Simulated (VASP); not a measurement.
Here is a VASP 6.6.1 calculation.

The input INCAR:

```
SYSTEM = Cr
ALGO = Fast
EDIFF = 1E-7
ENCUT = 520
GGA = PE
ISIF = 2
ISMEAR = 0
LASPH = .TRUE.
LCHARG = .TRUE.
LELF = .TRUE.
LREAL = .FALSE.
LVHAR = .TRUE.
LWAVE = .FALSE.
NBANDS = 12
NELM = 80
PREC = Accurate
SIGMA = 0.15
```

KPOINTS

```
k-points
0
G
  24 24 24
  0 0 0
```

POSCAR

```
Cr
1.0
   -1.4419500000      1.4419500000      1.3842720000
    1.4419500000     -1.4419500000      1.3842720000
    1.4419500000      1.4419500000     -1.3842720000
Cr
1
Direct
    0.0000000000      0.0000000000      0.0000000000
```

Potentials or basis: VASP PAW PBE potentials, release 64 (Cr_pv).

Launch:

```bash
$ cat potpaw_PBE.64/Cr_pv/POTCAR > POTCAR
$ mpirun -np 1 vasp_std > vasp.out
```

(1) Predict the band gap on the k mesh.

(2) Estimate the pressure.

## Answers

(1) zero (band 6 reaches 13.45 eV, above the bottom of band 7 at 10.16 eV).

(2) 0.7 GPa.

Caveat: the cell differs from its parent crystal (strain +0.000 along x and y, -0.040 along z); the run has no spin polarisation, though such a crystal can be magnetic.
